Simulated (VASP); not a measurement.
Input of a VASP 6.6.1 run:

The input INCAR:

```
  ALGO = Normal
  EDIFF = 1E-6
  ENCUT = 600
  GGA = PE
  GGA_COMPAT = F
  ISIF = 2
  ISMEAR = 0
  LASPH = T
  LCHARG = F
  LREAL = F
  LWAVE = F
  NBANDS = 25
  NELM = 120
  PREC = Accurate
  SIGMA = 0.02
```

Contents of KPOINTS:

```
k-points
0
Gamma
  6 6 8
```

File POSCAR:

```
MgF2
1.0
    4.5566536170      0.0000000000      0.0000000000
    0.0000000000      4.5566536170      0.0000000000
    0.0000000000      0.0000000000      3.1486657598
Mg F
2 4
Direct
    0.5000000000      0.5000000000      0.5000000000
    0.0000000000      0.0000000000      0.0000000000
    0.6963745056      0.6963745056      0.0000000000
    0.8036254944      0.1963745056      0.5000000000
    0.3036254944      0.3036254944      0.0000000000
    0.1963745056      0.8036254944      0.5000000000
```

Potentials or basis: VASP PAW PBE potentials, release 64 (Mg, F).

Command:

```bash
$ cat potpaw_PBE.64/Mg/POTCAR potpaw_PBE.64/F/POTCAR > POTCAR
$ mpirun -np 1 vasp_std > vasp.out
```

(1) What does it give for the largest force?

(2) Predict the pressure.

(3) Predict the band gap on the k mesh.

Results:

(1) 0.029 eV/Å.

(2) 3.0 GPa.

(3) 7.02 eV, direct.

Caveat: the cell differs from its parent crystal (biaxial strain in the a-b plane: -3.0 %).
